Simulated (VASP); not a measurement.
Set up this calculation in VASP 6.6.1, as the native input.

```yaml
Task: single point
Functional: PBE
Potentials_or_basis: VASP PAW PBE potentials, release 64 (Pt)
Cutoff: 520 eV
k_mesh: 5 × 5 × 5
Occupations: gaussian, width 0.1 eV
Spin: no spin polarisation
Dipole_correction: no
Further_INCAR_settings: LREAL = Auto; ALGO = Normal; EDIFF = 1e-06; NBANDS = 88
```

The structure of Pt (a cell with a defect) lies in POSCAR:

```
Pt
1.0
    3.9702306987     -3.9702306987      3.9702306987
   -3.9702306987     -3.9702306987     -3.9702306987
    3.9702306987      3.9702306987     -3.9702306987
Pt
15
Direct
    0.7465381583      0.7500000000      0.5034618417
    0.7465381583      0.5034618417      0.7500000000
    0.0000000000      0.7500000000      0.2500000000
    0.0069236834      0.5034618417      0.5034618417
    0.0000000000      0.2500000000      0.7500000000
    0.2534618417      0.7500000000     -0.0034618417
    0.2534618417      0.5034618417      0.2569236834
    0.2534618417      0.2569236834      0.5034618417
    0.2534618417     -0.0034618417      0.7500000000
    0.5000000000      0.5034618417     -0.0034618417
    0.5000000000      0.2500000000      0.2500000000
    0.5000000000     -0.0034618417      0.5034618417
    0.7465381583      0.2430763166     -0.0034618417
    0.7465381583     -0.0034618417      0.2430763166
   -0.0069236834     -0.0034618417     -0.0034618417
```

These files were run (other wordings do the same):

INCAR

```
SYSTEM = Pt
PREC     = Accurate       ! precision mode
ENCUT    = 520            ! plane-wave cutoff, eV
EDIFF    = 1E-6           ! SCF threshold, eV
ISMEAR   = 0              ! smearing method
SIGMA    = 0.1            ! smearing width, eV
LREAL    = Auto         
LASPH    = .TRUE.         ! aspherical terms in the spheres
NELM     = 100            ! most SCF steps
ALGO     = Normal         ! electronic algorithm
ISIF     = 2              ! what is computed and relaxed
LWAVE    = .FALSE.        ! write WAVECAR
LCHARG   = .FALSE.        ! write CHGCAR
GGA      = PE             ! functional
NBANDS   = 88             ! bands
```

KPOINTS

```
regular mesh
0
G
  5 5 5
  0 0 0
```

Potentials or basis: VASP PAW PBE potentials, release 64 (Pt).

Command:

```console
$ cat potpaw_PBE.64/Pt/POTCAR > POTCAR
$ mpirun -np 1 vasp_std > vasp.out
```

Results of the run:

```yaml
Pressure: -6.3 GPa
Largest_force: 0.010 eV/Å
Band_gap_on_the_k_mesh: zero (band 75 reaches 10.03 eV, above the bottom of band 76 at 9.37 eV)
```

Caveat: spin-orbit coupling is left out, which moves the levels of the heavy elements.

Run time: 22 min on 1 thread of AMD EPYC 7R13, with other jobs on the host, peak memory 0.42 GiB.
